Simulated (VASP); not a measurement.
# Ag (Fm-3m) in VASP: further runs, part 2 of 2

VASP 6.6.1.

## Step 3: Relaxation of cell and atoms, PBE+D3(BJ)

This run uses another cell than the first one, of 17.06 Å³/atom, 1.009 times its volume.

Input file INCAR:

```
SYSTEM = Ag
PREC = Accurate ; ENCUT = 600
EDIFF = 1E-6 ; ISMEAR = 0
SIGMA = 0.1 ; LREAL = .False.
LASPH = .True. ; NELM = 100
ALGO = Normal ; ISIF = 3
LWAVE = .False. ; LCHARG = .False.
GGA = PE ; IVDW = 12
IBRION = 2 ; NSW = 100
EDIFFG = -0.005
```

Input file KPOINTS:

```
regular mesh
0
Gamma
  18 18 18
  0 0 0
```

Input file POSCAR:

```
Ag
1.0
    0.0000000000      2.0431000000      2.0431000000
    2.0431000000      0.0000000000      2.0431000000
    2.0431000000      2.0431000000      0.0000000000
Ag
1
Direct
    0.0000000000      0.0000000000      0.0000000000
```

Potentials or basis: VASP PAW PBE potentials, release 64 (Ag).

The run is started by

```bash
$ cat potpaw_PBE.64/Ag/POTCAR > POTCAR
$ mpirun -np 1 vasp_std > vasp.out
```

OUTCAR:

```text
SYSTEM = Ag
   PREC = Accurate
   ENCUT = 600
   EDIFF = 1E-6
   ISMEAR = 0
   LREAL = .False.
   LASPH = .True.
   NELM = 100
   ISIF = 3
   GGA = PE
   IVDW = 12
   IBRION = 2
   NSW = 100
   EDIFFG = -0.005
 IVDW          = 12

 ion  position               nearest neighbor table
   1  0.000  0.000  0.000-

  LATTYP: Found a face centered cubic cell.
 ALAT       =     4.0862000000

  Lattice vectors:

 A1 = (   0.0000000000,   2.0431000000,   2.0431000000)
 A2 = (   2.0431000000,   0.0000000000,   2.0431000000)
 A3 = (   2.0431000000,   2.0431000000,   0.0000000000)

Analysis of symmetry for initial positions (statically):
=====================================================================
 Subroutine PRICEL returns:
 Original cell was already a primitive cell.

 Routine SETGRP: Setting up the symmetry group for a
 face centered cubic supercell.

 Subroutine GETGRP returns: Found 48 space group operations
 (whereof 48 operations were pure point group operations)
 out of a pool of 48 trial point group operations.

The static configuration has the point symmetry O_h .

Analysis of symmetry for dynamics (positions and initial velocities):
=====================================================================
 Subroutine PRICEL returns:
 Original cell was already a primitive cell.

 Routine SETGRP: Setting up the symmetry group for a
 face centered cubic supercell.

 Subroutine GETGRP returns: Found 48 space group operations
 (whereof 48 operations were pure point group operations)
 out of a pool of 48 trial point group operations.

The dynamic configuration has the point symmetry O_h .

 Subroutine INISYM returns: Found 48 space group operations
 (whereof 48 operations are pure point group operations),
 and found     1 'primitive' translations

----------------------------------------------------------------------------------------

                                     Primitive cell

  volume of cell :      17.0569

  direct lattice vectors                    reciprocal lattice vectors
     0.000000000  2.043100000  2.043100000    -0.244726151  0.244726151  0.244726151
     2.043100000  0.000000000  2.043100000     0.244726151 -0.244726151  0.244726151
     2.043100000  2.043100000  0.000000000     0.244726151  0.244726151 -0.244726151

  length of vectors
     2.889379729  2.889379729  2.889379729     0.423878128  0.423878128  0.423878128

  position of ions in fractional coordinates (direct lattice)
     0.000000000  0.000000000  0.000000000

  ion indices of the primitive-cell ions
   primitive index   ion index
                 1           1

----------------------------------------------------------------------------------------

 KPOINTS: regular mesh

Automatic generation of k-mesh.
 Grid dimensions read from file:
 generate k-points for:   18   18   18

 Generating k-lattice:

  Cartesian coordinates                     Fractional coordinates (reciprocal lattice)
    -0.013595897  0.013595897  0.013595897     0.055555556  0.000000000  0.000000000
     0.013595897 -0.013595897  0.013595897     0.000000000  0.055555556  0.000000000
     0.013595897  0.013595897 -0.013595897     0.000000000  0.000000000  0.055555556

  Length of vectors
     0.023548785  0.023548785  0.023548785

  Shift w.r.t. Gamma in fractional coordinates (k-lattice)
     0.000000000  0.000000000  0.000000000

 Subroutine IBZKPT returns following result:
 ===========================================

 Found    195 irreducible k-points:

 Following reciprocal coordinates:
            Coordinates               Weight
  0.000000  0.000000  0.000000      1.000000
  0.055556  0.000000  0.000000      8.000000
  0.111111  0.000000  0.000000      8.000000
  0.166667  0.000000  0.000000      8.000000
  0.222222  0.000000  0.000000      8.000000
  0.277778  0.000000  0.000000      8.000000
[... 16 lines left out ...]
 -0.277778  0.055556  0.000000     24.000000
 -0.222222  0.055556  0.000000     24.000000
 [... further k-points ...]
   k-points           NKPTS =    195   k-points in BZ     NKDIM =    195   number of bands    NBANDS=      9
   number of dos      NEDOS =    301   number of ions     NIONS =      1
   total plane-waves  NPLWV =  13824
   dimension x,y,z NGX =    24 NGY =   24 NGZ =   24
   dimension x,y,z NGXF=    48 NGYF=   48 NGZF=   48
   ions per type =               1
   NGX,Y,Z   is equivalent  to a cutoff of  13.81, 13.81, 13.81 a.u.
   NGXF,Y,Z  is equivalent  to a cutoff of  27.62, 27.62, 27.62 a.u.
 SYSTEM =  Ag
   PREC   = accura    normal or accurate (medium, high low for compatibility)
   ISTART =      0    job   : 0-new  1-cont  2-samecut
   ICHARG =      2    charge: 1-file 2-atom 10-const
   ISPIN  =      1    spin polarized calculation?
   LNONCOLLINEAR =      F non collinear calculations
   LSORBIT =      F    spin-orbit coupling
   LASPH  =      T    aspherical Exc in radial PAW
   ENCUT  =  600.0 eV  44.10 Ry    6.64 a.u.   5.77  5.77  5.77*2*pi/ulx,y,z
   NELM   =    100;   NELMIN=  2; NELMDL= -5     # of ELM steps
   EDIFF  = 0.1E-05   stopping-criterion for ELM
   LREAL  =      F    real-space projection
   EDIFFG = -.5E-02   stopping-criterion for IOM
   NSW    =    100    number of steps for IOM
   IBRION =      2    ionic relax: 0-MD 1-quasi-New 2-CG
   NFREE  =      1    steps in history (QN), initial steepest desc. (CG)
   ISIF   =      3    stress and relaxation
   ISYM   =      2    0-nonsym 1-usesym 2-fastsym
   POTIM  = 0.5000    time-step for ionic-motion
   TEBEG  =    0.0;   TEEND  =   0.0 temperature during run
   PSTRESS=    0.0 pullay stress
   NELECT =      11.0000    total number of electrons
   NUPDOWN=      -1.0000    fix difference up-down
   EMIN   =  10.00;   EMAX   =-10.00  energy-range for DOS
   EFERMI =   0.00;   METHOD = LEGACY
   ISMEAR =     0;   SIGMA  =   0.10  broadening in eV -4-tet -1-fermi 0-gaus
   EFERMI_NEDOS =   21; number of points for ismear=-14 and -15
   IALGO  =     38    algorithm
   IMIX   =      4    mixing-type and parameters
     AMIX     =   0.40;   BMIX     =  1.00
     AMIX_MAG =   1.60;   BMIX_MAG =  1.00
  volume/ion in A,a.u.               =      17.06       115.11
  Fermi-wavevector in a.u.,A,eV,Ry     =   1.414402  2.672832 27.218893  2.000532
  Thomas-Fermi vector in A             =   2.535948
   LORBIT       =      0    0 simple, 1 ext, 2 COOP (PROOUT), +10 PAW based schemes
   GGA     = PE    functional components
   LHFCALC =     F    Hartree Fock is set to
   AEXX    =    0.0000 exact exchange contribution
   IVDW    =    12    specifies the selected vdW correction
   LEPSILON=     F    determine dielectric tensor
   LRPA    =     F    only Hartree local field effects (RPA)
 conjugate gradient relaxation of ions
 non-spin polarized calculation
 Gauss-broadening in eV      SIGMA  =   0.10
  energy-cutoff  :      600.00
  volume of cell :       17.06
 maximum number of plane-waves:       588
   NGX = 11   NGY = 11   NGZ = 11

--------------------------------------- Ionic step        1  -------------------------------------------

 number of electron      10.9999999 magnetization

 Free energy of the ion-electron system (eV)
  ---------------------------------------------------
  ext. energy  EPLUGINS =         0.00000000
  ---------------------------------------------------
  free energy    TOTEN  =        -2.71017368 eV

  energy without entropy =       -2.70919212  energy(sigma->0) =       -2.70968290

------------------------ aborting loop because EDIFF is reached ----------------------------------------

 Edisp (eV)   -0.58868

 E8    (eV) :    -0.2573
[... 69 lines left out ...]
--------------------------------------- Ionic step        3  -------------------------------------------

 number of electron      11.0000000 magnetization

 Free energy of the ion-electron system (eV)
  ---------------------------------------------------
  ext. energy  EPLUGINS =         0.00000000
  ---------------------------------------------------
  free energy    TOTEN  =        -2.70393935 eV

  energy without entropy =       -2.70296633  energy(sigma->0) =       -2.70345284

 E-fermi :   8.5565     XC(G=0): -12.2758

 val. band max:        8.5179325989   @ k =   0.5000   0.1667   0.0556
 cond. band min:       8.6967496470   @ k =   0.5000   0.3333   0.1111
 fundamental gap:      0.1788170481
 Fermi energy:         8.5565132968

 k-point     1 :       0.0000    0.0000    0.0000
  band No.  band energies     occupation
      1       0.7353      2.00000
      2       3.7382      2.00000
      3       3.7382      2.00000
      4       3.7382      2.00000
      5       4.7927      2.00000
      6       4.7927      2.00000
      7      24.6325      0.00000
      8      28.2769      0.00000
      9      28.2769      0.00000
[... 265 lines left out ...]
 k-point    24 :      -0.2222    0.0556    0.0000
  band No.  band energies     occupation
      1       2.1593      2.00000
      2       3.7451      2.00000
      3       3.9869      2.00000
      4       4.0055      2.00000
      5       4.7433      2.00000
      6       5.1165      2.00000
      7      20.2371      0.00000
      8      24.8853      0.00000
      9      27.3386      0.00000

 [... further k-points ...]

------------------------ aborting loop because EDIFF is reached ----------------------------------------

 Edisp (eV)   -0.59567

 E8    (eV) :    -0.2603
[... 24 lines left out ...]
  FREE ENERGIE OF THE ION-ELECTRON SYSTEM (eV)
  ---------------------------------------------------
  free  energy   TOTEN  =        -3.2996104909 eV

  energy  without entropy=       -3.2986374667  energy(sigma->0) =       -3.29912398

 reached required accuracy - stopping structural energy minimisation
```

CONTCAR:

```text
Ag
   1.00000000000000
     0.0000000000000000    2.0353330775091463    2.0353330775091463
     2.0353330775091463   -0.0000000000000000    2.0353330775091463
     2.0353330775091463    2.0353330775091463   -0.0000000000000000
  Ag
     1
Direct
     0.0000000000000000    0.0000000000000000    0.0000000000000000

  0.00000000E+00  0.00000000E+00  0.00000000E+00
```

Wall time 26 s (1 thread of AMD EPYC 9R45 (Zen 5), shared host); peak memory 0.15 GiB.

What came out:

```yaml
Free_energy: -3.2996 eV
Relaxed_volume: 16.86 Å³/atom
Relaxed_cell: a = 2.878 Å, b = 2.878 Å, c = 2.878 Å, α = 60.00°, β = 60.00°, γ = 60.00°
Space_group_after_relaxing_to_0.05_Å: Fm-3m (No. 225)
Energy_gained_by_relaxing: 0.8 meV/atom
Ionic_steps: 3
Pressure_after_relaxing: 0.0 GPa
Dispersion_energy_per_atom: -0.596 eV
```

The path:
| step | energy change (eV) | largest force (eV/Å) | pressure (GPa) | volume (Å³) |
| --- | --- | --- | --- | --- |
| 1 | 0.0000 | 0.0000 | -1.24 | 17.06 |
| 2 | -0.0004 | 0.0000 | 0.91 | 16.73 |
| 3 | -0.0008 | 0.0000 | 0.03 | 16.86 |

Final structure:
```xyz
1
Lattice="0.0000 2.0353 2.0353 2.0353 0.0000 2.0353 2.0353 2.0353 0.0000" Properties=species:S:1:pos:R:3 pbc="T T T"
Ag    0.0000    0.0000    0.0000
```

Caveat: pairwise dispersion overbinds metals, which lowers pressure and volume.
